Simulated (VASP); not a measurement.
# Cd (Immm) in VASP: further runs

Cd is run at these levels: LDA; tasks: single point.

Everything below comes from runs of VASP 6.6.1. Logs are shortened: lines on timing, memory, paths and dates and some standing lists are left out, and cuts for length are marked.

## 1. The cell of the first run

Symmetry: Immm, No. 71, orthorhombic system. The conventional cell has a = 3.039 Å, b = 3.235 Å, c = 4.436 Å, α = 90.00°, β = 90.00°, γ = 90.00°. Cd (site symmetry mmm) has 12 Cd at 3.04 to 3.23 Å within 4.0 Å.

## 2. Single point, LDA (strain +0.0625 x Voigt [0, 0, 0, 0, 0, 1])

INCAR reads:

```
PREC = Accurate
ENCUT = 520
EDIFF = 1E-7
ISMEAR = 0
SIGMA = 0.15
LREAL = False
LASPH = True
NELM = 100
ALGO = Fast
ISIF = 2
LWAVE = False
LCHARG = True
GGA = CA
LELF = True
LVHAR = True
NBANDS = 12
```

KPOINTS reads:

```
Automatic mesh
0
Gamma
  18 18 18
```

POSCAR reads:

```
Cd
1.0
    0.0693171797      2.2181497500      2.2181497500
    2.2181497500      0.0693171797      2.2181497500
    2.2874669297      2.2874669297      0.0000000000
Cd
1
Direct
    0.0000000000      0.0000000000      0.0000000000
```

Potentials or basis: VASP PAW LDA potentials, release 64 (Cd).

Command:

```console
$ cat potpaw_LDA.64/Cd/POTCAR > POTCAR
$ mpirun -np 1 vasp_std > vasp.out
```

OUTCAR:

```text
PREC = Accurate
   ENCUT = 520
   EDIFF = 1E-7
   ISMEAR = 0
   LREAL = False
   LASPH = True
   NELM = 100
   ISIF = 2
   GGA = CA

 ion  position               nearest neighbor table
   1  0.000  0.000  0.000-

  LATTYP: Found a body centered orthorhombic cell.
 ALAT       =     3.0389081642
 B/A-ratio  =     1.0645161290
 C/A-ratio  =     1.4598333547

  Lattice vectors:

 A1 = (   2.2181497500,   0.0693171797,  -2.2181497500)
 A2 = (  -2.2181497500,  -0.0693171797,  -2.2181497500)
 A3 = (   0.0693171797,   2.2181497500,   2.2181497500)

Analysis of symmetry for initial positions (statically):
=====================================================================
 Subroutine PRICEL returns:
 Original cell was already a primitive cell.

 Routine SETGRP: Setting up the symmetry group for a
 body centered orthorhombic supercell.

 Subroutine GETGRP returns: Found  8 space group operations
 (whereof  8 operations were pure point group operations)
 out of a pool of  8 trial point group operations.

The static configuration has the point symmetry D_2h.

Analysis of symmetry for dynamics (positions and initial velocities):
=====================================================================
 Subroutine PRICEL returns:
 Original cell was already a primitive cell.

 Routine SETGRP: Setting up the symmetry group for a
 body centered orthorhombic supercell.

 Subroutine GETGRP returns: Found  8 space group operations
 (whereof  8 operations were pure point group operations)
 out of a pool of  8 trial point group operations.

The dynamic configuration has the point symmetry D_2h.

 Subroutine INISYM returns: Found  8 space group operations
 (whereof  8 operations are pure point group operations),
 and found     1 'primitive' translations

----------------------------------------------------------------------------------------

                                     Primitive cell

  volume of cell :      21.8061

  direct lattice vectors                    reciprocal lattice vectors
     0.069317180  2.218149750  2.218149750    -0.232684485  0.232684485  0.225413095
     2.218149750  0.069317180  2.218149750     0.232684485 -0.232684485  0.225413095
     2.287466930  2.287466930  0.000000000     0.218582395  0.218582395 -0.225413095

  length of vectors
     3.137703220  3.137703220  3.234966755     0.398867400  0.398867400  0.382580175

  position of ions in fractional coordinates (direct lattice)
     0.000000000  0.000000000  0.000000000

  ion indices of the primitive-cell ions
   primitive index   ion index
                 1           1

----------------------------------------------------------------------------------------

 KPOINTS: Automatic mesh

Automatic generation of k-mesh.
 Grid dimensions read from file:
 generate k-points for:   18   18   18

 Generating k-lattice:

  Cartesian coordinates                     Fractional coordinates (reciprocal lattice)
    -0.012926916  0.012926916  0.012522950     0.055555556  0.000000000  0.000000000
     0.012926916 -0.012926916  0.012522950     0.000000000  0.055555556  0.000000000
     0.012143466  0.012143466 -0.012522950     0.000000000  0.000000000  0.055555556

  Length of vectors
     0.022159300  0.022159300  0.021254454

  Shift w.r.t. Gamma in fractional coordinates (k-lattice)
     0.000000000  0.000000000  0.000000000

 Subroutine IBZKPT returns following result:
 ===========================================

 Found    865 irreducible k-points:

 Following reciprocal coordinates:
            Coordinates               Weight
  0.000000  0.000000  0.000000      1.000000
  0.055556 -0.000000  0.000000      4.000000
  0.111111 -0.000000  0.000000      4.000000
  0.166667  0.000000  0.000000      4.000000
  0.222222 -0.000000  0.000000      4.000000
  0.277778 -0.000000  0.000000      4.000000
[... 16 lines left out ...]
 -0.277778  0.055556  0.000000      4.000000
 -0.222222  0.055556  0.000000      4.000000
 [... further k-points ...]
   k-points           NKPTS =    865   k-points in BZ     NKDIM =    865   number of bands    NBANDS=     12
   number of dos      NEDOS =    301   number of ions     NIONS =      1
   total plane-waves  NPLWV =  13824
   dimension x,y,z NGX =    24 NGY =   24 NGZ =   24
   dimension x,y,z NGXF=    48 NGYF=   48 NGZF=   48
   ions per type =               1
   NGX,Y,Z   is equivalent  to a cutoff of  12.72, 12.72, 12.33 a.u.
   NGXF,Y,Z  is equivalent  to a cutoff of  25.43, 25.43, 24.67 a.u.
 SYSTEM =  unknown system
   PREC   = accura    normal or accurate (medium, high low for compatibility)
   ISTART =      0    job   : 0-new  1-cont  2-samecut
   ICHARG =      2    charge: 1-file 2-atom 10-const
   ISPIN  =      1    spin polarized calculation?
   LNONCOLLINEAR =      F non collinear calculations
   LSORBIT =      F    spin-orbit coupling
   LASPH  =      T    aspherical Exc in radial PAW
   ENCUT  =  520.0 eV  38.22 Ry    6.18 a.u.   5.83  5.83  6.01*2*pi/ulx,y,z
   NELM   =    100;   NELMIN=  2; NELMDL= -5     # of ELM steps
   EDIFF  = 0.1E-06   stopping-criterion for ELM
   LREAL  =      F    real-space projection
   EDIFFG = 0.1E-05   stopping-criterion for IOM
   NSW    =      0    number of steps for IOM
   IBRION =     -1    ionic relax: 0-MD 1-quasi-New 2-CG
   NFREE  =      0    steps in history (QN), initial steepest desc. (CG)
   ISIF   =      2    stress and relaxation
   ISYM   =      2    0-nonsym 1-usesym 2-fastsym
   POTIM  = 0.5000    time-step for ionic-motion
   TEBEG  =    0.0;   TEEND  =   0.0 temperature during run
   PSTRESS=    0.0 pullay stress
   NELECT =      12.0000    total number of electrons
   NUPDOWN=      -1.0000    fix difference up-down
   EMIN   =  10.00;   EMAX   =-10.00  energy-range for DOS
   EFERMI =   0.00;   METHOD = LEGACY
   ISMEAR =     0;   SIGMA  =   0.15  broadening in eV -4-tet -1-fermi 0-gaus
   EFERMI_NEDOS =   21; number of points for ismear=-14 and -15
   IALGO  =     68    algorithm
   IMIX   =      4    mixing-type and parameters
     AMIX     =   0.40;   BMIX     =  1.00
     AMIX_MAG =   1.60;   BMIX_MAG =  1.00
  volume/ion in A,a.u.               =      21.81       147.15
  Fermi-wavevector in a.u.,A,eV,Ry     =   1.341557  2.535175 24.487431  1.799775
  Thomas-Fermi vector in A             =   2.469781
   LORBIT       =      0    0 simple, 1 ext, 2 COOP (PROOUT), +10 PAW based schemes
   GGA     = CA    functional components
   LHFCALC =     F    Hartree Fock is set to
   AEXX    =    0.0000 exact exchange contribution
   IVDW    =     0    specifies the selected vdW correction
   LEPSILON=     F    determine dielectric tensor
   LRPA    =     F    only Hartree local field effects (RPA)
 non-spin polarized calculation
 RMM-DIIS sequential band-by-band and
 Gauss-broadening in eV      SIGMA  =   0.15
  energy-cutoff  :      520.00
  volume of cell :       21.81
 maximum number of plane-waves:       600
   NGX = 11   NGY = 11   NGZ = 13

 number of electron      11.9999999 magnetization

 Free energy of the ion-electron system (eV)
  ---------------------------------------------------
  ext. energy  EPLUGINS =         0.00000000
  ---------------------------------------------------
  free energy    TOTEN  =        -1.48186815 eV

  energy without entropy =       -1.47780270  energy(sigma->0) =       -1.47983542

 E-fermi :   2.5504     XC(G=0): -11.3286

 val. band max:        2.5498760803   @ k =  -0.3889   0.1667   0.0556
 cond. band min:       2.5538550676   @ k =  -0.4444  -0.0000   0.2222
 fundamental gap:      0.0039789873
 Fermi energy:         2.5503525920

 k-point     1 :       0.0000    0.0000    0.0000
  band No.  band energies     occupation
      1      -6.5844      2.00000
      2      -6.5499      2.00000
      3      -6.3932      2.00000
      4      -6.2220      2.00000
      5      -6.0209      2.00000
      6      -6.0144      2.00000
      7      16.0563      0.00000
      8      16.4110      0.00000
      9      18.0127      0.00000
     10      18.5661      0.00000
     11      20.0822      0.00000
     12      20.5845      0.00000

 k-point     2 :       0.0556   -0.0000    0.0000
  band No.  band energies     occupation
      1      -6.5695      2.00000
      2      -6.5264      2.00000
      3      -6.3996      2.00000
      4      -6.1455      2.00000
      5      -6.0274      2.00000
      6      -6.0211      2.00000
      7      16.0427      0.00000
      8      16.2987      0.00000
      9      17.0501      0.00000
     10      18.1528      0.00000
     11      20.2994      0.00000
     12      20.7720      0.00000

 k-point     3 :       0.1111   -0.0000    0.0000
  band No.  band energies     occupation
      1      -6.5300      2.00000
      2      -6.5025      2.00000
      3      -6.4029      2.00000
      4      -6.0416      2.00000
      5      -6.0370      2.00000
      6      -5.8877      2.00000
      7      14.9258      0.00000
      8      16.0229      0.00000
      9      16.0290      0.00000
     10      17.7848      0.00000
     11      20.8706      0.00000
     12      20.9054      0.00000
[... 286 lines left out ...]
 k-point    23 :      -0.2778    0.0556    0.0000
  band No.  band energies     occupation
      1      -6.7759      2.00000
      2      -6.4669      2.00000
      3      -6.3167      2.00000
      4      -5.9842      2.00000
      5      -5.8452      2.00000
      6      -3.5524      2.00000
      7       7.7072      0.00000
      8      14.3732      0.00000
      9      15.8565      0.00000
     10      16.1494      0.00000
     11      19.0524      0.00000
     12      19.3456      0.00000

 k-point    24 :      -0.2222    0.0556    0.0000
  band No.  band energies     occupation
      1      -6.6754      2.00000
      2      -6.4419      2.00000
      3      -6.2947      2.00000
      4      -6.0727      2.00000
      5      -5.9512      2.00000
      6      -4.4356      2.00000
      7       9.7888      0.00000
      8      14.7340      0.00000
      9      16.3584      0.00000
     10      16.5181      0.00000
     11      19.4263      0.00000
     12      19.6691      0.00000

 [... further k-points ...]

------------------------ aborting loop because EDIFF is reached ----------------------------------------

  FORCE on cell =-STRESS in cart. coord.  units (eV):
  Direction    XX          YY          ZZ          XY          YZ          ZX
  --------------------------------------------------------------------------------------
  -------------------------------------------------------------------------------------
  Total       -0.6039933     -0.6039933     -0.5632674      0.0546265      0.0000000      0.0000000
  in kB      -44.3776675    -44.3776675    -41.3853800      4.0136148      0.0000000      0.0000000
  external PRESSURE =     -43.3802384 kB  Pullay stress =       0.0000000 kB

 VOLUME and BASIS-vectors are now :
 -----------------------------------------------------------------------------
  energy-cutoff  :      520.00
  volume of cell :       21.81
      direct lattice vectors                 reciprocal lattice vectors
     0.069317180  2.218149750  2.218149750    -0.232684485  0.232684485  0.225413095
     2.218149750  0.069317180  2.218149750     0.232684485 -0.232684485  0.225413095
     2.287466930  2.287466930  0.000000000     0.218582395  0.218582395 -0.225413095

 POSITION                                       TOTAL-FORCE (eV/Angst)
 -----------------------------------------------------------------------------------
      0.00000      0.00000      0.00000         0.000000      0.000000      0.000000
 -----------------------------------------------------------------------------------
    total drift:                               -0.000000     -0.000000     -0.000000

  FREE ENERGIE OF THE ION-ELECTRON SYSTEM (eV)
  ---------------------------------------------------
  free  energy   TOTEN  =        -1.4818681470 eV

  energy  without entropy=       -1.4778026993  energy(sigma->0) =       -1.47983542
```

Run time: 2.9 min. Hardware: 1 thread of Oxide Virtual Turin-like, shared host; peak memory 0.28 GiB.

Results:

| Property | Result |
| --- | --- |
| Free energy | -1.4819 eV |
| Pressure | -4.3 GPa |
| Band gap on the k mesh | zero (bands 6 and 7 overlap by 3.29 eV) |

Stress tensor (GPa, compression positive):
```
-4.44  0.40  0.00
 0.40 -4.44  0.00
 0.00  0.00 -4.14
```

Caveat: the cell differs from its parent crystal (strain +0.0625 x Voigt [0, 0, 0, 0, 0, 1]); the cell stands under tension.

## 3. Single point, LDA (strain +0.0375 x Voigt [0, 0, 0, 0, 0, 1])

INCAR reads:

```
  PREC = Accurate
  ENCUT = 520
  EDIFF = 1E-6
  ISMEAR = 0
  SIGMA = 0.15
  LREAL = False
  LASPH = True
  NELM = 80
  ALGO = Fast
  ISIF = 2
  LWAVE = False
  LCHARG = True
  LELF = True
  LVHAR = True
  NBANDS = 12
```

KPOINTS reads:

```
regular mesh
0
Gamma
  18 18 18
```

POSCAR reads:

```
Cd
1.0
    0.0415903078      2.2181497500      2.2181497500
    2.2181497500      0.0415903078      2.2181497500
    2.2597400578      2.2597400578      0.0000000000
Cd
1
Direct
    0.0000000000      0.0000000000      0.0000000000
```

Potentials or basis: VASP PAW LDA potentials, release 64 (Cd).

Command:

```console
$ cat potpaw_LDA.64/Cd/POTCAR > POTCAR
$ mpirun -np 1 vasp_std > vasp.out
```

OUTCAR:

```text
PREC = Accurate
   ENCUT = 520
   EDIFF = 1E-6
   ISMEAR = 0
   LREAL = False
   LASPH = True
   NELM = 80
   ISIF = 2

 ion  position               nearest neighbor table
   1  0.000  0.000  0.000-

  LATTYP: Found a body centered orthorhombic cell.
 ALAT       =     3.0781198825
 B/A-ratio  =     1.0382165605
 C/A-ratio  =     1.4412367515

  Lattice vectors:

 A1 = (   2.2181497500,   0.0415903078,  -2.2181497500)
 A2 = (  -2.2181497500,  -0.0415903078,  -2.2181497500)
[... 540 lines left out ...]
     12      19.8274      0.00000

 [... further k-points ...]

------------------------ aborting loop because EDIFF is reached ----------------------------------------

  FORCE on cell =-STRESS in cart. coord.  units (eV):
  Direction    XX          YY          ZZ          XY          YZ          ZX
  --------------------------------------------------------------------------------------
  -------------------------------------------------------------------------------------
  Total       -0.5997428     -0.5997428     -0.5822023      0.0323444      0.0000000      0.0000000
  in kB      -44.0378163    -44.0378163    -42.7498545      2.3749804      0.0000000      0.0000000
  external PRESSURE =     -43.6084957 kB  Pullay stress =       0.0000000 kB

 VOLUME and BASIS-vectors are now :
 -----------------------------------------------------------------------------
  energy-cutoff  :      520.00
  volume of cell :       21.82
      direct lattice vectors                 reciprocal lattice vectors
     0.041590308  2.218149750  2.218149750    -0.229720351  0.229720351  0.225413095
     2.218149750  0.041590308  2.218149750     0.229720351 -0.229720351  0.225413095
     2.259740058  2.259740058  0.000000000     0.221264388  0.221264388 -0.225413095

 POSITION                                       TOTAL-FORCE (eV/Angst)
 -----------------------------------------------------------------------------------
      0.00000      0.00000      0.00000         0.000000      0.000000      0.000000
 -----------------------------------------------------------------------------------
    total drift:                               -0.000000     -0.000000      0.000000

  FREE ENERGIE OF THE ION-ELECTRON SYSTEM (eV)
  ---------------------------------------------------
  free  energy   TOTEN  =        -1.4804551247 eV

  energy  without entropy=       -1.4764259540  energy(sigma->0) =       -1.47844054
```

OSZICAR:

```text
N       E                     dE             d eps       ncg     rms          rms(c)
DAV:   1     0.713077432907E+02    0.71308E+02   -0.69887E+03 22280   0.996E+02
DAV:   2    -0.244617635908E+00   -0.71552E+02   -0.67853E+02 22496   0.239E+02
DAV:   3    -0.154774630313E+01   -0.13031E+01   -0.13024E+01 24804   0.363E+01
DAV:   4    -0.154946526615E+01   -0.17190E-02   -0.17189E-02 23236   0.131E+00
DAV:   5    -0.154946963822E+01   -0.43721E-05   -0.43725E-05 24892   0.665E-02    0.309E+00
RMM:   6    -0.148817861586E+01    0.61291E-01   -0.92583E-02 21233   0.321E+00    0.249E+00
RMM:   7    -0.148171571388E+01    0.64629E-02   -0.48839E-03 21891   0.552E-01    0.126E+00
RMM:   8    -0.148044317343E+01    0.12725E-02   -0.13003E-03 22894   0.560E-01    0.576E-02
RMM:   9    -0.148045423930E+01   -0.11066E-04   -0.48760E-05 23604   0.822E-02    0.208E-02
RMM:  10    -0.148045540000E+01   -0.11607E-05   -0.15884E-05 23401   0.586E-02    0.122E-02
RMM:  11    -0.148045512468E+01    0.27532E-06   -0.21586E-06 17947   0.162E-02
   1 F= -.14804551E+01 E0= -.14784405E+01  d E =-.402917E-02
```

Wall time 1.8 min (1 thread of Oxide Virtual Turin-like, shared host); peak memory 0.28 GiB.

Results:

```yaml
Free_energy: -1.4805 eV
Pressure: -4.4 GPa
Band_gap_on_the_k_mesh: zero (bands 6 and 7 overlap by 3.13 eV)
```

Stress tensor (GPa, compression positive):
```
-4.40  0.24  0.00
 0.24 -4.40  0.00
 0.00  0.00 -4.27
```

Levels at points of the mesh, in eV from the Fermi level:
| k point | band 4 | band 5 | band 6 | band 7 | band 8 | band 9 |
| --- | --- | --- | --- | --- | --- | --- |
| (0.00, 0.00, 0.00) | -8.75 | -8.55 | -8.55 | 13.81 | 14.29 | 15.17 |
| (0.50, 0.00, 0.00) | -8.19 | -8.13 | -2.16 | -1.07 | 12.05 | 12.26 |
| (0.50, 0.50, 0.00) | -8.08 | -8.08 | -0.76 | 1.39 | 6.20 | 7.40 |
| (0.00, 0.00, 0.50) | -8.22 | -8.16 | -2.35 | -1.53 | 12.50 | 12.94 |
| (0.50, 0.00, 0.50) | -8.08 | -8.06 | -0.76 | 1.41 | 6.79 | 6.79 |

Caveat: the cell differs from its parent crystal (strain +0.0375 x Voigt [0, 0, 0, 0, 0, 1]); the cell stands under tension.

## 4. Single point, LDA (strain +0.0125 x Voigt [0, 0, 0, 0, 0, 1])

INCAR reads:

```
SYSTEM = Cd
  PREC = Accurate
  ENCUT = 520
  EDIFF = 1E-6
  ISMEAR = 0
  SIGMA = 0.15
  LREAL = .FALSE.
  LASPH = .TRUE.
  NELM = 60
  ALGO = Fast
  ISIF = 2
  LWAVE = .FALSE.
  LCHARG = .FALSE.
  NBANDS = 12
```

KPOINTS reads:

```
Automatic mesh
0
G
  18 18 18
  0 0 0
```

POSCAR reads:

```
Cd
1.0
    0.0138634359      2.2181497500      2.2181497500
    2.2181497500      0.0138634359      2.2181497500
    2.2320131859      2.2320131859      0.0000000000
Cd
1
Direct
    0.0000000000      0.0000000000      0.0000000000
```

Command:

```console
$ cat potpaw_LDA.64/Cd/POTCAR > POTCAR
$ mpirun -np 1 vasp_std > vasp.out
```

Run time: 2.1 min. Hardware: 1 thread of Oxide Virtual Turin-like, shared host; peak memory 0.27 GiB.

It converged, with:

```yaml
Free_energy: -1.4797 eV
Pressure: -4.4 GPa
Band_gap_on_the_k_mesh: zero (bands 6 and 7 overlap by 2.98 eV)
```

Stress tensor (GPa, compression positive):
```
-4.38  0.06  0.00
 0.06 -4.38  0.00
 0.00  0.00 -4.38
```

Levels at points of the mesh, in eV from the Fermi level:
| k point | band 4 | band 5 | band 6 | band 7 | band 8 | band 9 |
| --- | --- | --- | --- | --- | --- | --- |
| (0.00, 0.00, 0.00) | -8.74 | -8.53 | -8.53 | 14.03 | 14.72 | 14.97 |
| (0.50, 0.00, 0.00) | -8.16 | -8.14 | -2.21 | -1.21 | 12.35 | 12.44 |
| (0.50, 0.50, 0.00) | -8.06 | -8.06 | -0.74 | 1.41 | 6.60 | 7.00 |
| (0.00, 0.00, 0.50) | -8.17 | -8.15 | -2.27 | -1.37 | 12.52 | 12.64 |
| (0.50, 0.00, 0.50) | -8.06 | -8.06 | -0.74 | 1.41 | 6.80 | 6.80 |

Caveat: the cell differs from its parent crystal (strain +0.0125 x Voigt [0, 0, 0, 0, 0, 1]); the cell stands under tension.

## 5. The runs side by side

```tsv
cell	further INCAR settings	gap on the mesh (eV)	pressure (GPa)
a = 3.138, b = 3.138, c = 3.235 Å, angles 59.0, 59.0, 57.9°, 1 atom	ALGO = Fast; EDIFF = 1e-07; NBANDS = 12	none	-4.3
a = 3.137, b = 3.137, c = 3.196 Å, angles 59.4, 59.4, 58.8°, 1 atom	ALGO = Fast; EDIFF = 1e-06; NBANDS = 12	none	-4.4
a = 3.137, b = 3.137, c = 3.157 Å, angles 59.8, 59.8, 59.6°, 1 atom	ALGO = Fast; EDIFF = 1e-06; NBANDS = 12	none	-4.4
```

Alike in all rows: task single point; level LDA; potentials or basis VASP PAW LDA potentials, release 64 (Cd); no spin polarisation; k mesh 18 × 18 × 18; cutoff (eV) 520; smearing gaussian 0.15 eV.

Caveats: the cell stands under tension.

Absolute energies hang on the potentials; compare differences alone.
